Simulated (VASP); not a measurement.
# SrBiSb2Br (Cmcm) in VASP: further runs, part 2 of 2

VASP 6.6.1. Earlier steps stand in the parts before.

## 3. Single point, LDA

Contents of INCAR:

```
SYSTEM = SrBiSb2Br
PREC = Accurate
ENCUT = 520
EDIFF = 1E-7
ISMEAR = 1
SIGMA = 0.0156
LREAL = .FALSE.
LASPH = .TRUE.
NELM = 80
ALGO = Normal
ISIF = 2
LWAVE = .FALSE.
LCHARG = .FALSE.
GGA = CA
NBANDS = 53
```

Contents of KPOINTS:

```
Automatic mesh
0
G
  4 4 4
  0 0 0
```

Contents of POSCAR:

```
SrBiSb2Br
1.0
    6.3067820000      0.0000000000      0.0000000000
    3.1533910000     -7.2678940000      0.0000000000
    0.0000000000      0.0000000000     -6.1607190000
Br Sb Sr Bi
2 4 2 2
Direct
    0.7445000000      0.5110000000      0.7500000000
    0.2555000000      0.4890000000      0.2500000000
    0.2470000000      0.0000000000      0.0000000000
    0.7530000000      0.0000000000      0.5000000000
    0.7530000000      0.0000000000      0.0000000000
    0.2470000000      0.0000000000      0.5000000000
    0.4050000000      0.1900000000      0.7500000000
    0.5950000000      0.8100000000      0.2500000000
    0.0739000000      0.8522000000      0.7500000000
    0.9261000000      0.1478000000      0.2500000000
```

Potentials or basis: VASP PAW LDA potentials, release 64 (Br, Sb, Sr_sv, Bi_d).

Started as:

```bash
cat potpaw_LDA.64/Br/POTCAR potpaw_LDA.64/Sb/POTCAR potpaw_LDA.64/Sr_sv/POTCAR potpaw_LDA.64/Bi_d/POTCAR > POTCAR
mpirun -np 1 vasp_std > vasp.out
```

OUTCAR:

```text
SYSTEM = SrBiSb2Br
   PREC = Accurate
   ENCUT = 520
   EDIFF = 1E-7
   ISMEAR = 1
   LREAL = .FALSE.
   LASPH = .TRUE.
   NELM = 80
   ISIF = 2
   GGA = CA

 ion  position               nearest neighbor table
   1  0.745  0.511  0.750-   8 3.77   8 3.77   7 3.92   7 3.92
   2  0.255  0.489  0.250-   7 3.77   7 3.77   8 3.92   8 3.92
   3  0.247  0.000  0.000-   9 2.44  10 2.44   7 2.61   8 2.61   6 3.08   6 3.08   5 3.12   5 3.19

   4  0.753  0.000  0.500-  10 2.44   9 2.44   7 2.61   8 2.61   5 3.08   5 3.08   6 3.12   6 3.19

   5  0.753  0.000  0.000-  10 2.44   9 2.44   7 2.61   8 2.61   4 3.08   4 3.08   3 3.12   3 3.19

   6  0.247  0.000  0.500-   9 2.44  10 2.44   7 2.61   8 2.61   3 3.08   3 3.08   4 3.12   4 3.19

   7  0.405  0.190  0.750-   3 2.61   4 2.61   5 2.61   6 2.61   2 3.77   2 3.77   1 3.92   1 3.92
                             9 4.00   9 4.00   8 4.14   8 4.14  10 4.42  10 4.42  10 4.42  10 4.42
   8  0.595  0.810  0.250-   3 2.61   4 2.61   5 2.61   6 2.61   1 3.77   1 3.77   2 3.92   2 3.92
                            10 4.00  10 4.00   7 4.14   7 4.14   9 4.42   9 4.42   9 4.42   9 4.42
   9  0.074  0.852  0.750-   3 2.44   6 2.44   5 2.44   4 2.44  10 3.76  10 3.76   7 4.00   7 4.00
                             8 4.42   8 4.42   8 4.42   8 4.42
  10  0.926  0.148  0.250-   4 2.44   5 2.44   3 2.44   6 2.44   9 3.76   9 3.76   8 4.00   8 4.00
                             7 4.42   7 4.42   7 4.42   7 4.42

  LATTYP: Found a base centered orthorhombic cell.
 ALAT       =     6.3067820000
 B/A-ratio  =     2.3047868152
 C/A-ratio  =     0.9768403284

  Lattice vectors:

 A1 = (   3.1533910000,   7.2678940000,   0.0000000000)
 A2 = (   3.1533910000,  -7.2678940000,   0.0000000000)
 A3 = (   0.0000000000,   0.0000000000,  -6.1607190000)

Analysis of symmetry for initial positions (statically):
=====================================================================
 Subroutine PRICEL returns:
 Original cell was already a primitive cell.

 Routine SETGRP: Setting up the symmetry group for a
 base centered orthorhombic supercell.

 Subroutine GETGRP returns: Found  8 space group operations
 (whereof  4 operations were pure point group operations)
 out of a pool of  8 trial point group operations.

The static configuration has the point symmetry C_2h.
 The point group associated with its full space group is D_2h.

Analysis of symmetry for dynamics (positions and initial velocities):
=====================================================================
 Subroutine PRICEL returns:
 Original cell was already a primitive cell.

 Routine SETGRP: Setting up the symmetry group for a
 base centered orthorhombic supercell.

 Subroutine GETGRP returns: Found  8 space group operations
 (whereof  4 operations were pure point group operations)
 out of a pool of  8 trial point group operations.

The dynamic configuration has the point symmetry C_2h.
 The point group associated with its full space group is D_2h.

 Subroutine INISYM returns: Found  8 space group operations
 (whereof  4 operations are pure point group operations),
 and found     1 'primitive' translations

----------------------------------------------------------------------------------------

[... 85 lines left out ...]
  0.000000  0.500000  0.500000      1.000000
   k-points           NKPTS =     21   k-points in BZ     NKDIM =     21   number of bands    NBANDS=     53
   number of dos      NEDOS =    301   number of ions     NIONS =     10
   total plane-waves  NPLWV = 138240
   dimension x,y,z NGX =    48 NGY =   60 NGZ =   48
   dimension x,y,z NGXF=    96 NGYF=  120 NGZF=   96
   ions per type =               2   4   2   2
   NGX,Y,Z   is equivalent  to a cutoff of  12.65, 12.59, 12.95 a.u.
   NGXF,Y,Z  is equivalent  to a cutoff of  25.31, 25.18, 25.91 a.u.
 SYSTEM =  SrBiSb2Br
   PREC   = accura    normal or accurate (medium, high low for compatibility)
   ISTART =      0    job   : 0-new  1-cont  2-samecut
   ICHARG =      2    charge: 1-file 2-atom 10-const
   ISPIN  =      1    spin polarized calculation?
   LNONCOLLINEAR =      F non collinear calculations
   LSORBIT =      F    spin-orbit coupling
   LASPH  =      T    aspherical Exc in radial PAW
   ENCUT  =  520.0 eV  38.22 Ry    6.18 a.u.  11.73 14.73 11.45*2*pi/ulx,y,z
   NELM   =     80;   NELMIN=  2; NELMDL= -5     # of ELM steps
   EDIFF  = 0.1E-06   stopping-criterion for ELM
   LREAL  =      F    real-space projection
   EDIFFG = 0.1E-05   stopping-criterion for IOM
   NSW    =      0    number of steps for IOM
   IBRION =     -1    ionic relax: 0-MD 1-quasi-New 2-CG
   NFREE  =      0    steps in history (QN), initial steepest desc. (CG)
   ISIF   =      2    stress and relaxation
   ISYM   =      2    0-nonsym 1-usesym 2-fastsym
   POTIM  = 0.5000    time-step for ionic-motion
   TEBEG  =    0.0;   TEEND  =   0.0 temperature during run
   PSTRESS=    0.0 pullay stress
   NELECT =      84.0000    total number of electrons
   NUPDOWN=      -1.0000    fix difference up-down
   EMIN   =  10.00;   EMAX   =-10.00  energy-range for DOS
   EFERMI =   0.00;   METHOD = LEGACY
   ISMEAR =     1;   SIGMA  =   0.02  broadening in eV -4-tet -1-fermi 0-gaus
   EFERMI_NEDOS =   21; number of points for ismear=-14 and -15
   IALGO  =     38    algorithm
   IMIX   =      4    mixing-type and parameters
     AMIX     =   0.40;   BMIX     =  1.00
     AMIX_MAG =   1.60;   BMIX_MAG =  1.00
  volume/ion in A,a.u.               =      28.24       190.57
  Fermi-wavevector in a.u.,A,eV,Ry     =   1.092828  2.065146 16.249084  1.194274
  Thomas-Fermi vector in A             =   2.229102
   LORBIT       =      0    0 simple, 1 ext, 2 COOP (PROOUT), +10 PAW based schemes
   GGA     = CA    functional components
   LHFCALC =     F    Hartree Fock is set to
   AEXX    =    0.0000 exact exchange contribution
   IVDW    =     0    specifies the selected vdW correction
   LEPSILON=     F    determine dielectric tensor
   LRPA    =     F    only Hartree local field effects (RPA)
 non-spin polarized calculation
 Methfessel and Paxton  Order N= 1 SIGMA  =   0.02
  energy-cutoff  :      520.00
  volume of cell :      282.39
 maximum number of plane-waves:      7640
 NGX is ok and might be reduce to    48
   NGX = 23   NGY = 29   NGZ = 23

 number of electron      83.9999996 magnetization

 Free energy of the ion-electron system (eV)
  ---------------------------------------------------
  ext. energy  EPLUGINS =         0.00000000
  ---------------------------------------------------
  free energy    TOTEN  =       -20.28320857 eV

  energy without entropy =      -20.28274474  energy(sigma->0) =      -20.28305396

 E-fermi :   5.5579     XC(G=0):  -9.6021

 val. band max:        5.5277772520   @ k =  -0.2500   0.2500   0.5000
 cond. band min:       5.5580417578   @ k =   0.2500   0.0000   0.5000
 fundamental gap:      0.0302645059
 Fermi energy:         5.5578571152

 k-point     1 :       0.0000    0.0000    0.0000
  band No.  band energies     occupation
      1     -29.1037      2.00000
      2     -29.0708      2.00000
      3     -18.6367      2.00000
      4     -18.5292      2.00000
      5     -18.4783      2.00000
      6     -18.4239      2.00000
[... 1165 lines left out ...]
     52      10.0288      0.00000
     53      10.6102      0.00000

------------------------ aborting loop because EDIFF is reached ----------------------------------------

  FORCE on cell =-STRESS in cart. coord.  units (eV):
  Direction    XX          YY          ZZ          XY          YZ          ZX
  --------------------------------------------------------------------------------------
  -------------------------------------------------------------------------------------
  Total       91.7254698     45.7823827     85.7971288      0.0000000     -0.0000000      0.0000000
  in kB      520.4184954    259.7533571    486.7831449      0.0000000     -0.0000000      0.0000000
  external PRESSURE =     422.3183325 kB  Pullay stress =       0.0000000 kB

 VOLUME and BASIS-vectors are now :
 -----------------------------------------------------------------------------
  energy-cutoff  :      520.00
  volume of cell :      282.39
      direct lattice vectors                 reciprocal lattice vectors
     6.306782000  0.000000000  0.000000000     0.158559468  0.068795720  0.000000000
     3.153391000 -7.267894000  0.000000000     0.000000000 -0.137591440  0.000000000
     0.000000000  0.000000000 -6.160719000     0.000000000  0.000000000 -0.162318716

 POSITION                                       TOTAL-FORCE (eV/Angst)
 -----------------------------------------------------------------------------------
      6.30678     -3.71389     -4.62054         0.000000      0.012417      0.000000
      3.15339     -3.55400     -1.54018         0.000000     -0.012417     -0.000000
      1.55778      0.00000      0.00000         4.318017      0.000000      0.000000
      4.74901      0.00000     -3.08036        -4.318017      0.000000      0.000000
      4.74901      0.00000      0.00000        -4.318017      0.000000      0.000000
      1.55778      0.00000     -3.08036         4.318017      0.000000      0.000000
      3.15339     -1.38090     -4.62054         0.000000     -9.916304      0.000000
      6.30678     -5.88699     -1.54018         0.000000      9.916304      0.000000
      3.15339     -6.19370     -4.62054         0.000000     12.679812      0.000000
      6.30678     -1.07419     -1.54018        -0.000000    -12.679812      0.000000
 -----------------------------------------------------------------------------------
    total drift:                               -0.000000     -0.000000      0.000000

  FREE ENERGIE OF THE ION-ELECTRON SYSTEM (eV)
  ---------------------------------------------------
  free  energy   TOTEN  =       -20.2832085679 eV

  energy  without entropy=      -20.2827447368  energy(sigma->0) =      -20.28305396
```

Run time: 5.6 min. Hardware: 1 thread of Intel Xeon Platinum 8488C (Sapphire Rapids), shared host; peak memory 0.49 GiB.

Results:

| Property | Result |
| --- | --- |
| Free energy | -20.2832 eV |
| Pressure | 42.2 GPa |
| Largest force | 12.680 eV/Å |
| Band gap on the k mesh | zero (bands 42 and 43 overlap by 1.22 eV) |

Forces on the atoms (eV/Å):
```
Br    0.000   0.012   0.000
Br    0.000  -0.012   0.000
Sb    4.318   0.000   0.000
Sb   -4.318   0.000   0.000
Sb   -4.318   0.000   0.000
Sb    4.318   0.000   0.000
Sr    0.000  -9.916   0.000
Sr    0.000   9.916   0.000
Bi    0.000  12.680   0.000
Bi    0.000 -12.680   0.000
```

Stress tensor (GPa, compression positive):
```
52.04  0.00  0.00
 0.00 25.98  0.00
 0.00  0.00 48.68
```

Caveat: the cell stands under pressure; spin-orbit coupling is left out, which moves the levels of the heavy elements; forces of over 1 eV/Å act on the atoms, so gaps and moduli don't describe the material at rest.
